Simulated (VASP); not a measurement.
Set up this calculation in VASP 6.6.1, as the native input.

```yaml
Task: single point
Functional: LDA
Potentials_or_basis: VASP PAW LDA potentials, release 64 (Mo_sv, Sb)
Cutoff: 520 eV
k_mesh: 13 × 13 × 13
Occupations: fermi-dirac, width 0.1 eV
Spin: no spin polarisation
Dipole_correction: no
Further_INCAR_settings: ALGO = Normal; EDIFF = 1e-06; NBANDS = 16
```

The structure of SbMo (rocksalt type) lies in POSCAR:

```
SbMo
1.0
    0.0000000000      2.4052293964      2.4052293964
    2.4052293964      0.0000000000      2.4052293964
    2.4052293964      2.4052293964      0.0000000000
Mo Sb
1 1
Direct
    0.0000000000      0.0000000000      0.0000000000
    0.5000000000      0.5000000000      0.5000000000
```

This cell differs from its parent crystal: volume scaled by 0.7.

The input as run:

INCAR

```
PREC = Accurate
ENCUT = 520
EDIFF = 1E-6
ISMEAR = -1
SIGMA = 0.1
LREAL = False
LASPH = True
NELM = 60
ALGO = Normal
ISIF = 2
LWAVE = False
LCHARG = True
GGA = CA
LELF = True
LVHAR = True
NBANDS = 16
```

KPOINTS

```
regular mesh
0
Gamma
  13 13 13
```

Potentials or basis: VASP PAW LDA potentials, release 64 (Mo_sv, Sb).

Command:

```console
$ cat potpaw_LDA.64/Mo_sv/POTCAR potpaw_LDA.64/Sb/POTCAR > POTCAR
$ mpirun -np 1 vasp_std > vasp.out
```

Results of the run:

```json
{"Pressure": "115.4 GPa"}
```

It took 58 s on 1 thread of Intel Xeon 8259CL, on a shared host, peak memory 0.17 GiB.
